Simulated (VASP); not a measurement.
Wanted: the native input for a VASP 6.6.1 run.

| Item | Value |
| --- | --- |
| Task | single point |
| Functional | PBE |
| Potentials or basis | VASP PAW PBE potentials, release 64 (Cd, Se) |
| Cutoff | 500 eV |
| k mesh | 6 × 6 × 6 |
| Occupations | gaussian, width 0.01 eV |
| Spin | no spin polarisation |
| Dipole correction | no |
| Further INCAR settings | ALGO = Normal; EDIFF = 1e-06; NBANDS = 16 |

The structure of CdSe lies in POSCAR:

```
CdSe
1.0
    0.0000000000      2.9861112681      2.9861112681
    2.9861112681      0.0000000000      2.9861112681
    2.9861112681      2.9861112681      0.0000000000
Cd Se
1 1
Direct
    0.0000000000      0.0000000000      0.0000000000
    0.7500000000      0.7500000000      0.7500000000
```

One way to write it, as run:

INCAR

```
PREC = Accurate
ENCUT = 500
EDIFF = 1E-6
ISMEAR = 0
SIGMA = 0.01
LREAL = F
LASPH = T
NELM = 120
ALGO = Normal
ISIF = 2
LWAVE = F
LCHARG = T
GGA = PE
LELF = T
LVHAR = T
NBANDS = 16
GGA_COMPAT = F
```

KPOINTS

```
Automatic mesh
0
Gamma
  6 6 6
```

Potentials or basis: VASP PAW PBE potentials, release 64 (Cd, Se).

Run with:

```bash
$ cat potpaw_PBE.64/Cd/POTCAR potpaw_PBE.64/Se/POTCAR > POTCAR
$ mpirun -np 1 vasp_std > vasp.out
```

Results of the run:

- Pressure: 6.8 GPa
- Band gap on the k mesh: 0.72 eV, direct

Run time: 6.7 s on 1 thread of Intel(R) Xeon(R) 6975P-C (Granite Rapids) (shared host), peak memory 0.17 GiB.
